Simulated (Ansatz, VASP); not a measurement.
# CdTe in VASP and in Ansatz

```xyz
2
Lattice="4.6784 0.0000 0.0000 2.3392 4.0516 0.0000 2.3392 1.3505 3.8199" Properties=species:S:1:pos:R:3 pbc="T T T"
Cd    0.0000    0.0000    0.0000
Te    2.3392    1.3505    0.9550
```

Alike in both runs: functional PBE; k mesh 6 × 6 × 6; no spin polarisation.

Ansatz relaxed the structure, and its values are those at the end. VASP's run is a single point on that final structure, the one shown.

```csv
,VASP,Ansatz
version,VASP 6.6.1,Ansatz 0.2.0
potentials or method,"VASP PAW PBE potentials, release 64 (Cd, Te), cutoff 520 eV","plane waves, PAW"
occupations,"gaussian, width 0.01 eV",fixed
valence electrons in the cell,18,36
```

VASP gave:

| Item | Value |
| --- | --- |
| pressure (GPa) | 0.1 |

Q: What did Ansatz give for the same quantities?

A: Pressure (GPa): 0.0.

VASP's potentials hold 18 valence electrons a cell and Ansatz's 36, so a difference there can come from the potentials and not from the codes.

Neither program's run includes spin-orbit coupling.
